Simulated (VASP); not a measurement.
Wanted: the native input for a VASP 6.6.1 run.

| Property | Result |
| --- | --- |
| Task | single point |
| Functional | PBE |
| Dispersion | D3(BJ) |
| Potentials or basis | VASP PAW PBE potentials, release 64 (Al, N) |
| Cutoff | 520 eV |
| k mesh | 8 × 8 × 8 |
| Occupations | gaussian, width 0.01 eV |
| Spin | no spin polarisation |
| Dipole correction | no |
| Further INCAR settings | ALGO = Normal; EDIFF = 1e-07; NBANDS = 11 |

The structure of AlN lies in POSCAR:

```
AlN
1.0
    0.0000000000      1.9524529992      1.9524529992
    1.9524529992      0.0000000000      1.9524529992
    1.9524529992      1.9524529992      0.0000000000
Al N
1 1
Direct
    0.0000000000      0.0000000000      0.0000000000
    0.5000000000      0.5000000000      0.5000000000
```

These files were run (other wordings do the same):

INCAR

```
ALGO = Normal
EDIFF = 1E-7
ENCUT = 520
GGA = PE
ISIF = 2
ISMEAR = 0
IVDW = 12
LASPH = T
LCHARG = T
LELF = T
LREAL = F
LVHAR = T
LWAVE = F
NBANDS = 11
NELM = 100
PREC = Accurate
SIGMA = 0.01
```

KPOINTS

```
k-points
0
Gamma
  8 8 8
```

Potentials or basis: VASP PAW PBE potentials, release 64 (Al, N).

The run is started by

```sh
$ cat potpaw_PBE.64/Al/POTCAR potpaw_PBE.64/N/POTCAR > POTCAR
$ mpirun -np 1 vasp_std > vasp.out
```

It gave:

```yaml
Pressure: 31.4 GPa
Band_gap_on_the_k_mesh: 5.11 eV, indirect (least direct gap 7.27 eV)
Dispersion_energy_per_atom: -0.379 eV
```

It took 8.5 s on 1 thread of Intel(R) Xeon(R) Platinum 8259CL CPU @ 2.50GHz (Skylake/Cascade Lake), on a shared host, peak memory 0.14 GiB.
